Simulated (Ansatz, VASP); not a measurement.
# In3Sb in VASP and in Ansatz

The input INCAR:

```
ALGO = Fast
EDIFF = 1E-6
EDIFFG = -0.005
ENCUT = 600
GGA = PS
IBRION = 2
ISIF = 3
ISMEAR = 0
LASPH = T
LCHARG = F
LREAL = F
LWAVE = F
NELM = 100
NSW = 100
PREC = Accurate
SIGMA = 0.1
```

File KPOINTS:

```
k-points
0
Gamma
  10 10 10
```

The input POSCAR:

```
In3Sb
1.0
    4.8369620000      0.0000000000      0.0000000000
    0.0000000000      4.8369620000      0.0000000000
    0.0000000000      0.0000000000      4.8369620000
In Sb
3 1
Direct
    0.5000000000      0.5000000000      0.0000000000
    0.5000000000      0.0000000000      0.5000000000
    0.0000000000      0.5000000000      0.5000000000
    0.0000000000      0.0000000000      0.0000000000
```

Input for Ansatz:

```yaml
crystal:
  lattice:
    - [4.836962, 0.0, 0.0]
    - [0.0, 4.836962, 0.0]
    - [0.0, 0.0, 4.836962]
  atoms:
    - { symbol: In, position: [0.5, 0.5, 0.0] }
    - { symbol: In, position: [0.5, 0.0, 0.5] }
    - { symbol: In, position: [0.0, 0.5, 0.5] }
    - { symbol: Sb, position: [0.0, 0.0, 0.0] }
basis:
  ecutwfc: 420
kpoints:
  mp_grid: { grid: [10, 10, 10] }
hamiltonian:
  xc: pbesol
scf:
  occupations: { method: gaussian, width: 0.1 }
output:
  forces: true
  stress: true
  eigenvalues: true
  write_density: true
  write_potential: true
  elf: true
  volumetric_format: npy
relax:
  adjacent_minimum: "off"
  f_tol: 0.005
  max_steps: 80
  cell: { stress_tol: 0.05 }
```

Alike in both runs: task relaxation of cell and atoms; functional PBEsol; k mesh 10 × 10 × 10; occupations gaussian, width 0.1 eV; no spin polarisation.

```csv
,VASP,Ansatz
version,VASP 6.6.1,Ansatz 0.2.0
potentials or method,"VASP PAW PBE potentials, release 64 (In_d, Sb), cutoff 600 eV","scalar-relativistic, plane waves, PAW"
valence electrons in the cell,44,54
```

Ansatz gave:

- gap on the k mesh at the Fermi level, each at its own relaxed structure (eV): none
- relaxed volume (Å³/atom): 26.35
- relaxed cell length with the largest relative difference (Å): 4.724

Question: Which values does VASP return?

Answer: gap on the k mesh at the Fermi level, each at its own relaxed structure (eV): none; relaxed volume (Å³/atom): 26.40; relaxed cell length with the largest relative difference (Å): 4.726.

VASP's potentials were made for PBE, not for PBEsol. A gap of «none» marks a metal or a gap that the smearing closes. VASP's potentials hold 44 valence electrons a cell and Ansatz's 54, so a difference there can come from the potentials and not from the codes.

Neither program's run includes spin-orbit coupling.
